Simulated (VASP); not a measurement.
# TaF (P-6m2) in VASP: a series of runs

The runs below take TaF through single point, relaxation of cell and atoms, with PBE.

All numbers are computed with VASP 6.6.1; they aren't measurements. Logs are shortened: lines on timing, memory, paths and dates and some standing lists are left out, and cuts for length are marked.

## Step 1: The cell of the first run

It takes space group P-6m2 (No. 187, hexagonal). The conventional cell has a = 3.079 Å, b = 3.079 Å, c = 3.003 Å, α = 90.00°, β = 90.00°, γ = 120.00°. Ta (site symmetry -6m2) has 6 F at 2.33 Å and 8 Ta at 3.00 to 3.08 Å within 3.1 Å. Within 3.1 Å of F (site symmetry -6m2) lie 6 Ta at 2.33 Å and 8 F at 3.00 to 3.08 Å.

## Step 2: Single point, PBE

File INCAR:

```
PREC     = Accurate       # precision mode
ENCUT    = 520            # plane-wave cutoff, eV
EDIFF    = 1E-6           # SCF threshold, eV
ISMEAR   = 0              # smearing method
SIGMA    = 0.1            # smearing width, eV
LREAL    = F              # projectors in reciprocal space
LASPH    = T              # aspherical terms in the spheres
NELM     = 80             # most SCF steps
ALGO     = Normal         # electronic algorithm
ISIF     = 2              # what is computed and relaxed
LWAVE    = F              # write WAVECAR
LCHARG   = T              # write CHGCAR
GGA      = PE             # functional
LELF     = T              # ELF
LVHAR    = T            
NBANDS   = 16             # bands
```

File KPOINTS:

```
Automatic mesh
0
Gamma
  6 6 6
```

File POSCAR:

```
TaF
1.0
    3.0786830728      0.0000000000      0.0000000000
   -1.5393415364      2.6662177513      0.0000000000
    0.0000000000      0.0000000000      3.0027892091
Ta F
1 1
Direct
    0.0000000000      0.0000000000      0.0000000000
    0.6666666667      0.3333333333      0.5000000000
```

Potentials or basis: VASP PAW PBE potentials, release 64 (Ta_pv, F).

Run with:

```bash
$ cat potpaw_PBE.64/Ta_pv/POTCAR potpaw_PBE.64/F/POTCAR > POTCAR
$ mpirun -np 1 vasp_std > vasp.out
```

OUTCAR:

```text
PREC = Accurate
   ENCUT = 520
   EDIFF = 1E-6
   ISMEAR = 0
   LREAL = F
   LASPH = T
   NELM = 80
   ISIF = 2
   GGA = PE

 ion  position               nearest neighbor table
   1  0.000  0.000  0.000-   2 2.33   2 2.33   2 2.33   2 2.33   2 2.33   2 2.33
   2  0.667  0.333  0.500-   1 2.33   1 2.33   1 2.33   1 2.33   1 2.33   1 2.33

  LATTYP: Found a hexagonal cell.
 ALAT       =     3.0786830728
 C/A-ratio  =     0.9753485949

  Lattice vectors:

 A1 = (   3.0786830728,   0.0000000000,   0.0000000000)
 A2 = (  -1.5393415364,   2.6662177513,   0.0000000000)
 A3 = (   0.0000000000,   0.0000000000,   3.0027892091)

Analysis of symmetry for initial positions (statically):
=====================================================================
 Subroutine PRICEL returns:
 Original cell was already a primitive cell.

 Routine SETGRP: Setting up the symmetry group for a
 hexagonal supercell.

 Subroutine GETGRP returns: Found 12 space group operations
 (whereof 12 operations were pure point group operations)
 out of a pool of 24 trial point group operations.

The static configuration has the point symmetry D_3h.

Analysis of symmetry for dynamics (positions and initial velocities):
=====================================================================
 Subroutine PRICEL returns:
 Original cell was already a primitive cell.

 Routine SETGRP: Setting up the symmetry group for a
 hexagonal supercell.

 Subroutine GETGRP returns: Found 12 space group operations
 (whereof 12 operations were pure point group operations)
 out of a pool of 24 trial point group operations.

The dynamic configuration has the point symmetry D_3h.

 Subroutine INISYM returns: Found 12 space group operations
 (whereof 12 operations are pure point group operations),
 and found     1 'primitive' translations

----------------------------------------------------------------------------------------

                                     Primitive cell

  volume of cell :      24.6482

  direct lattice vectors                    reciprocal lattice vectors
     3.078683073  0.000000000  0.000000000     0.324814207  0.187531570  0.000000000
    -1.539341536  2.666217751  0.000000000     0.000000000  0.375063139  0.000000000
     0.000000000  0.000000000  3.002789209     0.000000000  0.000000000  0.333023709

  length of vectors
     3.078683073  3.078683073  3.002789209     0.375063139  0.375063139  0.333023709

  position of ions in fractional coordinates (direct lattice)
     0.000000000  0.000000000  0.000000000
     0.666666667  0.333333333  0.500000000

  ion indices of the primitive-cell ions
   primitive index   ion index
                 1           1
                 2           2

----------------------------------------------------------------------------------------

 KPOINTS: Automatic mesh

Automatic generation of k-mesh.
 Grid dimensions read from file:
 generate k-points for:    6    6    6

 Generating k-lattice:

  Cartesian coordinates                     Fractional coordinates (reciprocal lattice)
     0.054135701  0.031255262  0.000000000     0.166666667 -0.000000000  0.000000000
     0.000000000  0.062510523  0.000000000     0.000000000  0.166666667  0.000000000
     0.000000000  0.000000000  0.055503952     0.000000000  0.000000000  0.166666667

  Length of vectors
     0.062510523  0.062510523  0.055503952

  Shift w.r.t. Gamma in fractional coordinates (k-lattice)
     0.000000000  0.000000000  0.000000000

 Subroutine IBZKPT returns following result:
 ===========================================

 Found     28 irreducible k-points:

 Following reciprocal coordinates:
            Coordinates               Weight
  0.000000  0.000000  0.000000      1.000000
  0.166667 -0.000000  0.000000      6.000000
  0.333333  0.000000  0.000000      6.000000
  0.500000 -0.000000  0.000000      3.000000
  0.166667  0.166667  0.000000      6.000000
  0.333333  0.166667  0.000000     12.000000
[... 16 lines left out ...]
  0.166667 -0.000000  0.500000      6.000000
  0.333333  0.000000  0.500000      6.000000
 [... further k-points ...]
   k-points           NKPTS =     28   k-points in BZ     NKDIM =     28   number of bands    NBANDS=     16
   number of dos      NEDOS =    301   number of ions     NIONS =      2
   total plane-waves  NPLWV =  13824
   dimension x,y,z NGX =    24 NGY =   24 NGZ =   24
   dimension x,y,z NGXF=    48 NGYF=   48 NGZF=   48
   ions per type =               1   1
   NGX,Y,Z   is equivalent  to a cutoff of  12.96, 12.96, 13.29 a.u.
   NGXF,Y,Z  is equivalent  to a cutoff of  25.92, 25.92, 26.57 a.u.
 SYSTEM =  unknown system
   PREC   = accura    normal or accurate (medium, high low for compatibility)
   ISTART =      0    job   : 0-new  1-cont  2-samecut
   ICHARG =      2    charge: 1-file 2-atom 10-const
   ISPIN  =      1    spin polarized calculation?
   LNONCOLLINEAR =      F non collinear calculations
   LSORBIT =      F    spin-orbit coupling
   LASPH  =      T    aspherical Exc in radial PAW
   ENCUT  =  520.0 eV  38.22 Ry    6.18 a.u.   5.72  5.72  5.58*2*pi/ulx,y,z
   NELM   =     80;   NELMIN=  2; NELMDL= -5     # of ELM steps
   EDIFF  = 0.1E-05   stopping-criterion for ELM
   LREAL  =      F    real-space projection
   EDIFFG = 0.1E-04   stopping-criterion for IOM
   NSW    =      0    number of steps for IOM
   IBRION =     -1    ionic relax: 0-MD 1-quasi-New 2-CG
   NFREE  =      0    steps in history (QN), initial steepest desc. (CG)
   ISIF   =      2    stress and relaxation
   ISYM   =      2    0-nonsym 1-usesym 2-fastsym
   POTIM  = 0.5000    time-step for ionic-motion
   TEBEG  =    0.0;   TEEND  =   0.0 temperature during run
   PSTRESS=    0.0 pullay stress
   NELECT =      18.0000    total number of electrons
   NUPDOWN=      -1.0000    fix difference up-down
   EMIN   =  10.00;   EMAX   =-10.00  energy-range for DOS
   EFERMI =   0.00;   METHOD = LEGACY
   ISMEAR =     0;   SIGMA  =   0.10  broadening in eV -4-tet -1-fermi 0-gaus
   EFERMI_NEDOS =   21; number of points for ismear=-14 and -15
   IALGO  =     38    algorithm
   IMIX   =      4    mixing-type and parameters
     AMIX     =   0.40;   BMIX     =  1.00
     AMIX_MAG =   1.60;   BMIX_MAG =  1.00
  volume/ion in A,a.u.               =      12.32        83.17
  Fermi-wavevector in a.u.,A,eV,Ry     =   1.474248  2.785925 29.570996  2.173407
  Thomas-Fermi vector in A             =   2.589042
   LORBIT       =      0    0 simple, 1 ext, 2 COOP (PROOUT), +10 PAW based schemes
   GGA     = PE    functional components
   LHFCALC =     F    Hartree Fock is set to
   AEXX    =    0.0000 exact exchange contribution
   IVDW    =     0    specifies the selected vdW correction
   LEPSILON=     F    determine dielectric tensor
   LRPA    =     F    only Hartree local field effects (RPA)
 non-spin polarized calculation
 Gauss-broadening in eV      SIGMA  =   0.10
  energy-cutoff  :      520.00
  volume of cell :       24.65
 maximum number of plane-waves:       672
 NGX is ok and might be reduce to    24
   NGX = 11   NGY = 11   NGZ = 11

 number of electron      18.0000003 magnetization

 Free energy of the ion-electron system (eV)
  ---------------------------------------------------
  ext. energy  EPLUGINS =         0.00000000
  ---------------------------------------------------
  free energy    TOTEN  =       -13.36441155 eV

  energy without entropy =      -13.35302704  energy(sigma->0) =      -13.35871930

 E-fermi :   7.5589     XC(G=0): -12.5002

 val. band max:        7.5315841407   @ k =   0.1667   0.1667   0.3333
 cond. band min:       7.6361625634   @ k =   0.3333   0.1667   0.3333
 fundamental gap:      0.1045784227
 Fermi energy:         7.5589091049

 k-point     1 :       0.0000    0.0000    0.0000
  band No.  band energies     occupation
      1     -27.8377      2.00000
      2     -27.6826      2.00000
      3     -27.6826      2.00000
      4     -20.6188      2.00000
      5      -1.5971      2.00000
      6      -1.5971      2.00000
[... 8 lines left out ...]
     15      20.4873      0.00000
     16      21.5411      0.00000

 k-point     2 :       0.1667   -0.0000    0.0000
  band No.  band energies     occupation
      1     -27.8774      2.00000
      2     -27.8162      2.00000
      3     -27.7203      2.00000
      4     -20.4649      2.00000
      5      -2.2729      2.00000
      6      -1.6713      2.00000
[... 8 lines left out ...]
     15      20.4879      0.00000
     16      21.8402      0.00000

 k-point     3 :       0.3333    0.0000    0.0000
  band No.  band energies     occupation
      1     -28.2410      2.00000
      2     -27.7948      2.00000
      3     -27.7728      2.00000
      4     -20.1817      2.00000
      5      -3.1596      2.00000
      6      -1.9774      2.00000
[... 8 lines left out ...]
     15      20.4863      0.00000
     16      21.5740      0.00000

 k-point     4 :       0.5000   -0.0000    0.0000
  band No.  band energies     occupation
      1     -28.4119      2.00000
      2     -27.8316      2.00000
      3     -27.7510      2.00000
      4     -20.0506      2.00000
      5      -3.4882      2.00000
      6      -2.1241      2.00000
[... 8 lines left out ...]
     15      20.4346      0.00000
     16      20.4865      0.00000
[... 324 lines left out ...]
 k-point    22 :       0.0000    0.0000    0.5000
  band No.  band energies     occupation
      1     -28.5639      2.00000
      2     -27.6302      2.00000
      3     -27.6302      2.00000
      4     -19.9021      2.00000
      5      -4.1485      2.00000
      6      -1.4636      2.00000
[... 8 lines left out ...]
     15      20.4831      0.00000
     16      22.6895      0.00000

 k-point    23 :       0.1667   -0.0000    0.5000
  band No.  band energies     occupation
      1     -28.5005      2.00000
      2     -27.7853      2.00000
      3     -27.6652      2.00000
      4     -19.9790      2.00000
      5      -3.7944      2.00000
      6      -1.7234      2.00000
[... 8 lines left out ...]
     15      20.4835      0.00000
     16      21.8102      0.00000

 k-point    24 :       0.3333    0.0000    0.5000
  band No.  band energies     occupation
      1     -28.3697      2.00000
      2     -28.0842      2.00000
      3     -27.7345      2.00000
      4     -20.1350      2.00000
      5      -3.2428      2.00000
      6      -2.2744      2.00000
[... 8 lines left out ...]
     15      19.7614      0.00000
     16      20.2703      0.00000

 [... further k-points ...]

------------------------ aborting loop because EDIFF is reached ----------------------------------------

  FORCE on cell =-STRESS in cart. coord.  units (eV):
  Direction    XX          YY          ZZ          XY          YZ          ZX
  --------------------------------------------------------------------------------------
  -------------------------------------------------------------------------------------
  Total        3.9174600      3.9174600      4.5672427      0.0000000      0.0000000      0.0000000
  in kB      254.6418095    254.6418095    296.8788295      0.0000000      0.0000000      0.0000000
  external PRESSURE =     268.7208162 kB  Pullay stress =       0.0000000 kB

 VOLUME and BASIS-vectors are now :
 -----------------------------------------------------------------------------
  energy-cutoff  :      520.00
  volume of cell :       24.65
      direct lattice vectors                 reciprocal lattice vectors
     3.078683073  0.000000000  0.000000000     0.324814207  0.187531570  0.000000000
    -1.539341536  2.666217751  0.000000000     0.000000000  0.375063139  0.000000000
     0.000000000  0.000000000  3.002789209     0.000000000  0.000000000  0.333023709

 POSITION                                       TOTAL-FORCE (eV/Angst)
 -----------------------------------------------------------------------------------
      0.00000      0.00000      0.00000        -0.000000     -0.000000      0.000000
      1.53934      0.88874      1.50139         0.000000      0.000000      0.000000
 -----------------------------------------------------------------------------------
    total drift:                               -0.000000      0.000000      0.000000

  FREE ENERGIE OF THE ION-ELECTRON SYSTEM (eV)
  ---------------------------------------------------
  free  energy   TOTEN  =       -13.3644115484 eV

  energy  without entropy=      -13.3530270425  energy(sigma->0) =      -13.35871930
```

Run time: 13 s. Hardware: 1 thread of AMD EPYC 9R14 (Zen 4), shared host; peak memory 0.11 GiB.

Results:

```
Free energy            : -13.3644 eV
Pressure               : 26.9 GPa
Band gap on the k mesh : zero (bands 9 and 10 overlap by 1.72 eV)
```

Caveat: the k points lie up to 0.39 Å⁻¹ apart, too coarse for converged energies and pressures of a metal; spin-orbit coupling is left out, which moves the levels of the heavy elements.

## Step 3: Single point, PBE

This run uses another cell than the first one, of 13.80 Å³/atom.

File INCAR:

```
PREC     = Accurate       # precision mode
ENCUT    = 520            # plane-wave cutoff, eV
EDIFF    = 1E-6           # SCF threshold, eV
ISMEAR   = 0              # smearing method
SIGMA    = 0.1            # smearing width, eV
LREAL    = False          # projectors in reciprocal space
LASPH    = True           # aspherical terms in the spheres
NELM     = 60             # most SCF steps
ALGO     = Normal         # electronic algorithm
ISIF     = 2              # what is computed and relaxed
LWAVE    = False          # write WAVECAR
LCHARG   = False          # write CHGCAR
GGA      = PE             # functional
NBANDS   = 16             # bands
```

File KPOINTS:

```
regular mesh
0
Gamma
  6 6 6
```

File POSCAR:

```
TaF
1.0
    2.7712214419      0.0000000000      0.0000000000
   -1.3856107209      2.3999481682      0.0000000000
    0.0000000000      0.0000000000      4.1491510433
Ta F
1 1
Direct
    0.0000000000      0.0000000000      0.0000000000
    0.6666666667      0.3333333333      0.5000000000
```

Potentials or basis: VASP PAW PBE potentials, release 64 (Ta_pv, F).

Run with:

```bash
$ cat potpaw_PBE.64/Ta_pv/POTCAR potpaw_PBE.64/F/POTCAR > POTCAR
$ mpirun -np 1 vasp_std > vasp.out
```

Run time: 14 s. Hardware: 1 thread of AMD EPYC 9R14 (Zen 4), shared host; peak memory 0.12 GiB.

Results (log left out):

```yaml
Free_energy: -14.7389 eV
Pressure: -0.1 GPa
Band_gap_on_the_k_mesh: zero (bands 9 and 10 overlap by 0.81 eV)
```

Levels at points of the mesh, in eV from the Fermi level:
```
           k point  band 5  band 6  band 7  band 8  band 9  band 10  band 11  band 12  band 13  band 14
(0.00, 0.00, 0.00)   -7.21   -6.18   -5.06   -5.06   -0.38     0.58     0.58     4.04     4.04     7.57
(0.50, 0.00, 0.00)   -7.98   -7.42   -5.46   -4.05   -0.27     2.37     2.62     4.00     7.12    10.64
(0.00, 0.00, 0.50)   -9.12   -5.04   -5.04   -4.27    0.42     0.42     2.77     3.08     4.05     4.05
(0.50, 0.00, 0.50)   -7.63   -7.20   -5.64   -3.62   -1.43     1.98     3.18     5.11     7.12     9.79
```

Caveat: the k points lie up to 0.44 Å⁻¹ apart, too coarse for converged energies and pressures of a metal; spin-orbit coupling is left out, which moves the levels of the heavy elements.

(Continued in part 2 of 3.)
